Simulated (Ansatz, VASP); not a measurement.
**One calculation of Zn, two programs**

```
Zn
1.0
     2.59916    0.00000    0.00000
    -1.29958    2.25094    0.00000
     0.00000    0.00000    4.86096
Zn
2
Cartesian
  0.0000 1.5006 3.6457
  1.2996 0.7503 1.2152
```

Alike in both runs: functional PBEsol; k mesh 18 × 18 × 8; occupations gaussian, width 0.05 eV; no spin polarisation.

Ansatz relaxed the structure, and its values are those at the end. VASP's run is a single point on that final structure, the one shown.

|  | VASP | Ansatz |
| --- | --- | --- |
| version | VASP 6.6.1 | Ansatz 0.2.0 |
| potentials or method | VASP PAW PBE potentials, release 64 (Zn), cutoff 520 eV | scalar-relativistic, plane waves, PAW |
| valence electrons in the cell | 24 | 24 |

Ansatz gave:

| Item | Value |
| --- | --- |
| pressure (GPa) | -0.1 |

Problem. Which values does VASP return?

Solution. Pressure (GPa): 0.4.

VASP's potentials were made for PBE, not for PBEsol.
